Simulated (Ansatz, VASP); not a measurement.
**Two plane-wave programs on Hf3Br2**

Contents of INCAR:

```
ALGO = Normal
EDIFF = 1E-6
EDIFFG = -0.04
ENCUT = 600
GGA = PE
IBRION = 2
ISIF = 3
ISMEAR = 0
LASPH = T
LCHARG = F
LREAL = F
LWAVE = F
NELM = 60
NSW = 90
PREC = Accurate
SIGMA = 0.1
```

File KPOINTS:

```
k-points
0
Gamma
  6 6 4
```

POSCAR

```
Hf3Br2
1.0
    4.4076723631      0.0000000000      0.0000000000
   -2.2038361815      3.8171562380      0.0000000000
    0.0000000000      0.0000000000      6.8576222298
Hf Br
3 2
Direct
    0.0000000000      0.0000000000      0.0000000000
    0.3333333333      0.6666666667      0.6450000000
    0.6666666667      0.3333333333      0.3550000000
    0.3333333333      0.6666666667      0.2450000000
    0.6666666667      0.3333333333      0.7550000000
```

Input for Ansatz:

```yaml
crystal:
  lattice:
    - [4.4076723631, 0.0, 0.0]
    - [-2.2038361815, 3.817156238, 0.0]
    - [0.0, 0.0, 6.8576222298]
  atoms:
    - { symbol: Hf, position: [0.0, 0.0, 0.0] }
    - { symbol: Hf, position: [0.3333333333, 0.6666666667, 0.645] }
    - { symbol: Hf, position: [0.6666666667, 0.3333333333, 0.355] }
    - { symbol: Br, position: [0.3333333333, 0.6666666667, 0.245] }
    - { symbol: Br, position: [0.6666666667, 0.3333333333, 0.755] }
basis:
  ecutwfc: 420
kpoints:
  mp_grid: { grid: [6, 6, 4] }
hamiltonian:
  xc: pbe
scf:
  occupations: { method: gaussian, width: 0.1 }
  lower_state_search: "off"
output:
  forces: true
  stress: true
  eigenvalues: true
relax:
  adjacent_minimum: "off"
  f_tol: 0.04
  max_steps: 70
  cell: { stress_tol: 0.4 }
```

Alike in both runs: task relaxation of cell and atoms; functional PBE; k mesh 6 × 6 × 4; occupations gaussian, width 0.1 eV; no spin polarisation.

|  | VASP | Ansatz |
| --- | --- | --- |
| version | VASP 6.6.1 | Ansatz 0.2.0 |
| potentials or method | VASP PAW PBE potentials, release 64 (Hf_pv, Br), cutoff 600 eV | scalar-relativistic, plane waves, PAW |
| valence electrons in the cell | 44 | 92 |

VASP gave:

```
gap on the k mesh at the Fermi level, each at its own relaxed structure (eV) : none
relaxed volume (Å³/atom)                                                     : 23.07
relaxed cell length with the largest relative difference (Å)                 : 6.740
```

Problem. Estimate Ansatz's values.

Solution. gap on the k mesh at the Fermi level, each at its own relaxed structure (eV): none; relaxed volume (Å³/atom): 23.21; relaxed cell length with the largest relative difference (Å): 6.769.

A gap of «none» marks a metal or a gap that the smearing closes. VASP's potentials hold 44 valence electrons a cell and Ansatz's 92, so a difference there can come from the potentials and not from the codes.

Spin-orbit coupling is off throughout.
